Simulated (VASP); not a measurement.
## Mo: single point with r2SCAN

Mo:

```
Mo
1.0
     0.00000    2.07094    2.07094
     2.07094    0.00000    2.07094
     2.07094    2.07094    0.00000
Mo
1
Direct
  0.00000 0.00000 0.00000
```

This cell differs from its parent crystal: volume scaled by 1.12.

```
Program             : VASP 6.6.1
Task                : single point
Functional          : r2SCAN
Potentials or basis : VASP PAW PBE potentials, release 64 (Mo_sv)
Cutoff              : 520 eV
k mesh              : 15 × 15 × 15
Occupations         : fermi-dirac, width 0.1 eV
Spin                : no spin polarisation
```

The pressure is -21.8 GPa and the band gap on the k mesh is zero (band 7 reaches 13.57 eV, above the bottom of band 8 at 9.60 eV).

Levels at points of the mesh, in eV from the Fermi level:
```csv
k point,band 5,band 6,band 7,band 8,band 9,band 10
"(0.00, 0.00, 0.00)",-6.84,-0.64,-0.64,-0.64,1.90,1.90
```

It took 33 s on 1 thread of Intel(R) Xeon(R) 6975P-C (Granite Rapids), on a shared host, peak memory 0.16 GiB.

Caveat: the PAW data sets were made with another functional, which shifts forces and pressure a little.
